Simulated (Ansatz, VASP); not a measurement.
**One calculation of BeAg, two programs**

```
Be Ag
1.0
     3.03151    0.00000    0.00000
     0.00000    3.03151    0.00000
     0.00000    0.00000    3.03151
Be Ag
1 1
Direct
  0.00000 0.00000 0.00000
  0.50000 0.50000 0.50000
```

Alike in both runs: task single point; functional PBE; k mesh 6 × 6 × 6; occupations gaussian, width 0.1 eV; no spin polarisation.

```csv
,VASP,Ansatz
version,VASP 6.6.1,Ansatz 0.2.0
potentials or method,"VASP PAW PBE potentials, release 64 (Be, Ag), cutoff 520 eV","scalar-relativistic, plane waves, PAW"
valence electrons in the cell,13,21
```

Ansatz gave:

| Quantity | Value |
| --- | --- |
| gap on the k mesh at the Fermi level (eV) | none |
| pressure (GPa) | -8.4 |

Problem. Which values does VASP return?

Solution. gap on the k mesh at the Fermi level (eV): none; pressure (GPa): -8.5.

A gap of «none» marks a metal or a gap that the smearing closes. With one functional, cell and mesh, what is left measures potentials, basis and numerics. VASP's potentials hold 13 valence electrons a cell and Ansatz's 21, so a difference there can come from the potentials and not from the codes.
